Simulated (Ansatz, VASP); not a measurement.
## Two plane-wave programs on InP

```
CELL_PARAMETERS angstrom
5.45960 0.00000 0.00000
0.00000 5.45960 0.00000
0.00000 0.00000 5.39172
ATOMIC_POSITIONS crystal
In 0.50000 0.00000 0.72806
In 0.00000 0.50000 0.72806
In 0.00000 0.00000 0.22824
P 0.00000 0.00000 0.72876
P 0.50000 0.00000 0.22821
P 0.00000 0.50000 0.22821
```

Alike in both runs: functional PBE; k mesh 3 × 3 × 3; occupations gaussian, width 0.2 eV; no spin polarisation.

Ansatz relaxed the structure, and its values are those at the end. VASP's run is a single point on that final structure, the one shown.

|  | VASP | Ansatz |
| --- | --- | --- |
| version | VASP 6.6.1 | Ansatz 0.2.0 |
| potentials or method | VASP PAW PBE potentials, release 64 (In_d, P), cutoff 520 eV | scalar-relativistic, plane waves, PAW |
| valence electrons in the cell | 54 | 54 |

```csv
,VASP,Ansatz,Ansatz less VASP
gap on the k mesh at the Fermi level (eV),none,none,-
pressure (GPa),0.0,0.0,+0.03
rms of the force components (eV/Å),0.004,0.004,0.0000
```

A gap of «none» marks a metal or a gap that the smearing closes. With one functional, cell and mesh, what is left measures potentials, basis and numerics.

The k mesh is coarse, so the values compare programs but aren't converged.
